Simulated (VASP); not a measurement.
# InAsS3 (I4mm) in VASP: single point with PBE

Aim: the single point of InAsS3 with PBE.

Everything below comes from runs of VASP 6.6.1. Logs are shortened: lines on timing, memory, paths and dates and some standing lists are left out, and cuts for length are marked.

## 1. The cell of the first run

Symmetry: I4mm, No. 107, tetragonal system. The conventional cell has a = 4.788 Å, b = 4.788 Å, c = 13.079 Å, α = 90.00°, β = 90.00°, γ = 90.00°. Within 3.8 Å of In (site symmetry 4mm) lie 8 S at 2.73 to 3.71 Å and 4 As at 3.44 Å. Within 2.8 Å of As (site symmetry 4mm) lie 5 S at 2.12 to 2.50 Å. Within 2.8 Å of S (site symmetry 4mm) lie 1 As at 2.12 Å. S (site symmetry 2mm) has 2 As at 2.50 Å and 2 In at 2.73 Å and 4 S at 3.39 Å within 3.4 Å.

The cell was built from a structure type or drawn by symmetry, and may not be a known phase.

## 2. Single point, PBE

Input file INCAR:

```
PREC = Accurate
ENCUT = 500
EDIFF = 1E-6
ISMEAR = 0
SIGMA = 0.1
LREAL = False
LASPH = True
NELM = 120
ALGO = Normal
ISIF = 2
LWAVE = False
LCHARG = False
GGA = PE
NBANDS = 26
GGA_COMPAT = False
```

Input file KPOINTS:

```
regular mesh
0
Gamma
  12 12 12
```

Input file POSCAR:

```
InAsS3
1.0
   -2.3939149837      2.3939149837      6.5395318521
    2.3939149837     -2.3939149837      6.5395318521
    2.3939149837      2.3939149837     -6.5395318521
In As S
1 1 3
Direct
    0.0969548431      0.0969548431      0.0000000000
    0.6421961979      0.6421961979      0.0000000000
    0.4803578751      0.4803578751      0.0000000000
    0.1977455469      0.6977455469      0.5000000000
    0.6977455469      0.1977455469      0.5000000000
```

Potentials or basis: VASP PAW PBE potentials, release 64 (In_d, As, S).

Launch:

```sh
$ cat potpaw_PBE.64/In_d/POTCAR potpaw_PBE.64/As/POTCAR potpaw_PBE.64/S/POTCAR > POTCAR
$ mpirun -np 1 vasp_std > vasp.out
```

OUTCAR:

```text
PREC = Accurate
   ENCUT = 500
   EDIFF = 1E-6
   ISMEAR = 0
   LREAL = False
   LASPH = True
   NELM = 120
   ISIF = 2
   GGA = PE

 ion  position               nearest neighbor table
   1  0.097  0.097  0.000-   5 2.73   4 2.73   4 2.73   5 2.73   2 3.44   2 3.44   2 3.44   2 3.44

   2  0.642  0.642  0.000-   3 2.12   5 2.50   4 2.50   4 2.50   5 2.50   1 3.44   1 3.44   1 3.44
                             1 3.44
   3  0.480  0.480  0.000-   2 2.12
   4  0.198  0.698  0.500-   2 2.50   2 2.50   1 2.73   1 2.73
   5  0.698  0.198  0.500-   2 2.50   2 2.50   1 2.73   1 2.73

  LATTYP: Found a body centered tetragonal cell.
 ALAT       =     4.7878299674
 C/A-ratio  =     2.7317310333

  Lattice vectors:

 A1 = (  -2.3939149837,   2.3939149837,   6.5395318521)
 A2 = (   2.3939149837,  -2.3939149837,   6.5395318521)
 A3 = (   2.3939149837,   2.3939149837,  -6.5395318521)

Analysis of symmetry for initial positions (statically):
=====================================================================
 Subroutine PRICEL returns:
 Original cell was already a primitive cell.

 Routine SETGRP: Setting up the symmetry group for a
 body centered tetragonal supercell.

 Subroutine GETGRP returns: Found  8 space group operations
 (whereof  8 operations were pure point group operations)
 out of a pool of 16 trial point group operations.

The static configuration has the point symmetry C_4v.

Analysis of symmetry for dynamics (positions and initial velocities):
=====================================================================
 Subroutine PRICEL returns:
 Original cell was already a primitive cell.

 Routine SETGRP: Setting up the symmetry group for a
 body centered tetragonal supercell.

 Subroutine GETGRP returns: Found  8 space group operations
 (whereof  8 operations were pure point group operations)
 out of a pool of 16 trial point group operations.

The dynamic configuration has the point symmetry C_4v.

 Subroutine INISYM returns: Found  8 space group operations
 (whereof  8 operations are pure point group operations),
 and found     1 'primitive' translations

----------------------------------------------------------------------------------------

                                     Primitive cell

  volume of cell :     149.9078

  direct lattice vectors                    reciprocal lattice vectors
    -2.393914984  2.393914984  6.539531852     0.000000000  0.208862889  0.076458072
     2.393914984 -2.393914984  6.539531852     0.208862889  0.000000000  0.076458072
     2.393914984  2.393914984 -6.539531852     0.208862889  0.208862889  0.000000000

  length of vectors
     7.363907573  7.363907573  7.363907573     0.222417498  0.222417498  0.295376731

  position of ions in fractional coordinates (direct lattice)
     0.096954843  0.096954843  0.000000000
     0.642196198  0.642196198  0.000000000
     0.480357875  0.480357875  0.000000000
     0.197745547  0.697745547  0.500000000
     0.697745547  0.197745547  0.500000000

  ion indices of the primitive-cell ions
   primitive index   ion index
                 1           1
                 2           2
                 3           3
                 4           4
                 5           5

----------------------------------------------------------------------------------------

 KPOINTS: regular mesh

Automatic generation of k-mesh.
 Grid dimensions read from file:
 generate k-points for:   12   12   12

 Generating k-lattice:

  Cartesian coordinates                     Fractional coordinates (reciprocal lattice)
     0.000000000  0.017405241  0.006371506     0.083333333  0.000000000 -0.000000000
     0.017405241  0.000000000  0.006371506     0.000000000  0.083333333 -0.000000000
     0.017405241  0.017405241  0.000000000     0.000000000  0.000000000  0.083333333

  Length of vectors
     0.018534791  0.018534791  0.024614728

  Shift w.r.t. Gamma in fractional coordinates (k-lattice)
     0.000000000  0.000000000  0.000000000

 Subroutine IBZKPT returns following result:
 ===========================================

 Found    163 irreducible k-points:

 Following reciprocal coordinates:
            Coordinates               Weight
  0.000000  0.000000  0.000000      1.000000
  0.083333  0.000000 -0.000000      8.000000
  0.166667  0.000000 -0.000000      8.000000
  0.250000  0.000000  0.000000      8.000000
  0.333333  0.000000 -0.000000      8.000000
  0.416667 -0.000000  0.000000      8.000000
[... 16 lines left out ...]
  0.500000  0.166667  0.000000     16.000000
 -0.416667  0.166667  0.000000     16.000000
 [... further k-points ...]
   k-points           NKPTS =    163   k-points in BZ     NKDIM =    163   number of bands    NBANDS=     26
   number of dos      NEDOS =    301   number of ions     NIONS =      5
   total plane-waves  NPLWV = 157464
   dimension x,y,z NGX =    54 NGY =   54 NGZ =   54
   dimension x,y,z NGXF=   108 NGYF=  108 NGZF=  108
   ions per type =               1   1   3
   NGX,Y,Z   is equivalent  to a cutoff of  12.19, 12.19, 12.19 a.u.
   NGXF,Y,Z  is equivalent  to a cutoff of  24.38, 24.38, 24.38 a.u.
 SYSTEM =  unknown system
   PREC   = accura    normal or accurate (medium, high low for compatibility)
   ISTART =      0    job   : 0-new  1-cont  2-samecut
   ICHARG =      2    charge: 1-file 2-atom 10-const
   ISPIN  =      1    spin polarized calculation?
   LNONCOLLINEAR =      F non collinear calculations
   LSORBIT =      F    spin-orbit coupling
   LASPH  =      T    aspherical Exc in radial PAW
   ENCUT  =  500.0 eV  36.75 Ry    6.06 a.u.  13.43 13.43 13.43*2*pi/ulx,y,z
   NELM   =    120;   NELMIN=  2; NELMDL= -5     # of ELM steps
   EDIFF  = 0.1E-05   stopping-criterion for ELM
   LREAL  =      F    real-space projection
   EDIFFG = 0.1E-04   stopping-criterion for IOM
   NSW    =      0    number of steps for IOM
   IBRION =     -1    ionic relax: 0-MD 1-quasi-New 2-CG
   NFREE  =      0    steps in history (QN), initial steepest desc. (CG)
   ISIF   =      2    stress and relaxation
   ISYM   =      2    0-nonsym 1-usesym 2-fastsym
   POTIM  = 0.5000    time-step for ionic-motion
   TEBEG  =    0.0;   TEEND  =   0.0 temperature during run
   PSTRESS=    0.0 pullay stress
   NELECT =      36.0000    total number of electrons
   NUPDOWN=      -1.0000    fix difference up-down
   EMIN   =  10.00;   EMAX   =-10.00  energy-range for DOS
   EFERMI =   0.00;   METHOD = LEGACY
   ISMEAR =     0;   SIGMA  =   0.10  broadening in eV -4-tet -1-fermi 0-gaus
   EFERMI_NEDOS =   21; number of points for ismear=-14 and -15
   IALGO  =     38    algorithm
   IMIX   =      4    mixing-type and parameters
     AMIX     =   0.40;   BMIX     =  1.00
     AMIX_MAG =   1.60;   BMIX_MAG =  1.00
  volume/ion in A,a.u.               =      29.98       202.33
  Fermi-wavevector in a.u.,A,eV,Ry     =   1.017578  1.922943 14.088351  1.035465
  Thomas-Fermi vector in A             =   2.150987
   LORBIT       =      0    0 simple, 1 ext, 2 COOP (PROOUT), +10 PAW based schemes
   GGA     = PE    functional components
   LHFCALC =     F    Hartree Fock is set to
   AEXX    =    0.0000 exact exchange contribution
   IVDW    =     0    specifies the selected vdW correction
   LEPSILON=     F    determine dielectric tensor
   LRPA    =     F    only Hartree local field effects (RPA)
 non-spin polarized calculation
 Gauss-broadening in eV      SIGMA  =   0.10
  energy-cutoff  :      500.00
  volume of cell :      149.91
 maximum number of plane-waves:      3839
 NGX is ok and might be reduce to    54
   NGX = 27   NGY = 27   NGZ = 27

 number of electron      35.9999999 magnetization

 Free energy of the ion-electron system (eV)
  ---------------------------------------------------
  ext. energy  EPLUGINS =         0.00000000
  ---------------------------------------------------
  free energy    TOTEN  =       -19.38393966 eV

  energy without entropy =      -19.37807512  energy(sigma->0) =      -19.38100739

 E-fermi :   1.9332     XC(G=0):  -7.8949

 val. band max:        1.9295586614   @ k =   0.5000   0.0000   0.0000
 cond. band min:       1.9355917711   @ k =  -0.3333  -0.4167   0.3333
 fundamental gap:      0.0060331097
 Fermi energy:         1.9331942180

 k-point     1 :       0.0000    0.0000    0.0000
  band No.  band energies     occupation
      1     -12.9631      2.00000
      2     -12.3051      2.00000
      3     -12.1747      2.00000
      4     -12.1747      2.00000
      5     -12.1138      2.00000
      6     -12.0960      2.00000
[... 18 lines left out ...]
     25       8.2030      0.00000
     26       8.2030      0.00000

 k-point     2 :       0.0833    0.0000   -0.0000
  band No.  band energies     occupation
      1     -12.9373      2.00000
      2     -12.3047      2.00000
      3     -12.1746      2.00000
      4     -12.1743      2.00000
      5     -12.1147      2.00000
      6     -12.0923      2.00000
[... 18 lines left out ...]
     25       7.9062      0.00000
     26       8.2660      0.00000

 k-point     3 :       0.1667    0.0000   -0.0000
  band No.  band energies     occupation
      1     -12.8640      2.00000
      2     -12.3034      2.00000
      3     -12.1742      2.00000
      4     -12.1720      2.00000
      5     -12.1170      2.00000
      6     -12.0811      2.00000
[... 18 lines left out ...]
     25       7.3362      0.00000
     26       8.5557      0.00000

 k-point     4 :       0.2500    0.0000    0.0000
  band No.  band energies     occupation
      1     -12.7571      2.00000
      2     -12.3006      2.00000
      3     -12.1737      2.00000
      4     -12.1663      2.00000
      5     -12.1202      2.00000
      6     -12.0602      2.00000
[... 18 lines left out ...]
     25       7.1636      0.00000
     26       9.0546      0.00000

 k-point     5 :       0.3333    0.0000   -0.0000
  band No.  band energies     occupation
      1     -12.6445      2.00000
      2     -12.2946      2.00000
      3     -12.1732      2.00000
      4     -12.1577      2.00000
      5     -12.1234      2.00000
      6     -12.0234      2.00000
[... 18 lines left out ...]
     25       6.9450      0.00000
     26       8.9876      0.00000

 k-point     6 :       0.4167   -0.0000    0.0000
  band No.  band energies     occupation
      1     -12.5637      2.00000
      2     -12.2859      2.00000
      3     -12.1727      2.00000
      4     -12.1500      2.00000
      5     -12.1258      2.00000
      6     -11.9710      2.00000
[... 427 lines left out ...]
 k-point    21 :       0.3333    0.1667   -0.0000
  band No.  band energies     occupation
      1     -12.5728      2.00000
      2     -12.2966      2.00000
      3     -12.1687      2.00000
      4     -12.1606      2.00000
      5     -12.1426      2.00000
      6     -11.9588      2.00000
[... 18 lines left out ...]
     25       7.5137      0.00000
     26       8.8788      0.00000

 k-point    22 :       0.4167    0.1667    0.0000
  band No.  band energies     occupation
      1     -12.5055      2.00000
      2     -12.2891      2.00000
      3     -12.1676      2.00000
      4     -12.1596      2.00000
      5     -12.1462      2.00000
      6     -11.8839      2.00000
[... 18 lines left out ...]
     25       7.5305      0.00000
     26       8.9226      0.00000

 k-point    23 :       0.5000    0.1667    0.0000
  band No.  band energies     occupation
      1     -12.4837      2.00000
      2     -12.2848      2.00000
      3     -12.1668      2.00000
      4     -12.1612      2.00000
      5     -12.1461      2.00000
      6     -11.8455      2.00000
[... 18 lines left out ...]
     25       7.6206      0.00000
     26       9.0338      0.00000

 k-point    24 :      -0.4167    0.1667    0.0000
  band No.  band energies     occupation
      1     -12.5066      2.00000
      2     -12.2892      2.00000
      3     -12.1676      2.00000
      4     -12.1595      2.00000
      5     -12.1463      2.00000
      6     -11.8862      2.00000
[... 18 lines left out ...]
     25       7.5338      0.00000
     26       9.0846      0.00000

 [... further k-points ...]

------------------------ aborting loop because EDIFF is reached ----------------------------------------

  FORCE on cell =-STRESS in cart. coord.  units (eV):
  Direction    XX          YY          ZZ          XY          YZ          ZX
  --------------------------------------------------------------------------------------
  -------------------------------------------------------------------------------------
  Total       -0.0370664     -0.0370664      0.0183692      0.0000000      0.0000000     -0.0000000
  in kB       -0.3961571     -0.3961571      0.1963255      0.0000000      0.0000000     -0.0000000
  external PRESSURE =      -0.1986629 kB  Pullay stress =       0.0000000 kB

 VOLUME and BASIS-vectors are now :
 -----------------------------------------------------------------------------
  energy-cutoff  :      500.00
  volume of cell :      149.91
      direct lattice vectors                 reciprocal lattice vectors
    -2.393914984  2.393914984  6.539531852     0.000000000  0.208862889  0.076458072
     2.393914984 -2.393914984  6.539531852     0.208862889  0.000000000  0.076458072
     2.393914984  2.393914984 -6.539531852     0.208862889  0.208862889  0.000000000

 POSITION                                       TOTAL-FORCE (eV/Angst)
 -----------------------------------------------------------------------------------
      0.00000      0.00000      1.26808        -0.000000     -0.000000     -0.004084
      0.00000      0.00000      8.39932         0.000000      0.000000      0.015298
      0.00000      0.00000      6.28263         0.000000      0.000000     -0.015619
      2.39391      0.00000      2.58633        -0.000000     -0.000000      0.002202
      0.00000      2.39391      2.58633        -0.000000     -0.000000      0.002202
 -----------------------------------------------------------------------------------
    total drift:                                0.000000      0.000000      0.000409

  FREE ENERGIE OF THE ION-ELECTRON SYSTEM (eV)
  ---------------------------------------------------
  free  energy   TOTEN  =       -19.3839396578 eV

  energy  without entropy=      -19.3780751239  energy(sigma->0) =      -19.38100739
```

Run time: 14 min. Hardware: 1 thread of Intel Xeon Platinum 8488C (Sapphire Rapids), shared host; peak memory 0.81 GiB.

What came out:

* Free energy: -19.3839 eV
* Pressure: 0.0 GPa
* Largest force: 0.016 eV/Å
* Band gap on the k mesh: zero (bands 18 and 19 overlap by 0.26 eV)

Forces in eV/Å, atoms in the order of the input:
```
In   0.000  0.000 -0.004
As   0.000  0.000  0.015
S    0.000  0.000 -0.016
S    0.000  0.000  0.002
S    0.000  0.000  0.002
```

Caveat: spin-orbit coupling is left out, which moves the levels of the heavy elements.
